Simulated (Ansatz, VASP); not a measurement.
## Sb in VASP and in Ansatz

POSCAR

```
Sb
1.0
    3.0611846074      0.0000000000      0.0000000000
    0.0000000000      3.0611846074      0.0000000000
    0.0000000000      0.0000000000      3.3673030682
Sb
1
Direct
    0.0000000000      0.0000000000      0.0000000000
```

INCAR.step1

```
PREC = Accurate ; ENCUT = 520
ISMEAR = 0 ; SIGMA = 0.15
LREAL = F ; LASPH = T
NELM = 60 ; NBANDS = 8
GGA = PE ; ALGO = Normal
EDIFF = 1E-4 ; LWAVE = T
LCHARG = F
```

File INCAR.step2:

```
PREC = Accurate ; ENCUT = 520
EDIFF = 1E-6 ; ISMEAR = 0
SIGMA = 0.15 ; LREAL = F
LASPH = T ; NELM = 60
ALGO = Normal ; ISIF = 2
LWAVE = F ; LCHARG = F
METAGGA = R2SCAN ; LMIXTAU = T
NBANDS = 8 ; ISTART = 1
```

File KPOINTS:

```
Automatic mesh
0
Gamma
  16 16 16
```

Input for Ansatz:

```yaml
crystal:
  lattice:
    - [3.0611846074, 0.0, 0.0]
    - [0.0, 3.0611846074, 0.0]
    - [0.0, 0.0, 3.3673030682]
  atoms:
    - { symbol: Sb, position: [0.0, 0.0, 0.0] }
basis:
  ecutwfc: 500
kpoints:
  mp_grid: { grid: [16, 16, 16] }
hamiltonian:
  xc: r2scan
scf:
  occupations: { method: gaussian, width: 0.15 }
output:
  forces: true
  stress: true
  eigenvalues: true
```

Alike in both runs: task single point; functional r2SCAN; k mesh 16 × 16 × 16; occupations gaussian, width 0.15 eV; no spin polarisation.

```csv
,VASP,Ansatz
version,VASP 6.6.1,Ansatz 0.2.0
potentials or method,"VASP PAW PBE potentials, release 64 (Sb), cutoff 520 eV","scalar-relativistic, plane waves, PAW"
valence electrons in the cell,5,15
```

```tsv
	VASP	Ansatz	Ansatz less VASP
gap on the k mesh at the Fermi level (eV)	none	none	-
pressure (GPa)	-2.7	-2.7	0.00
traceless stress, the component that is largest in VASP (GPa)	-5.27	-5.24	+0.025
```

VASP's potentials were made for PBE, not for r2SCAN. A gap of «none» marks a metal or a gap that the smearing closes. VASP's potentials hold 5 valence electrons a cell and Ansatz's 15, so a difference there can come from the potentials and not from the codes.

Neither program's run includes spin-orbit coupling.
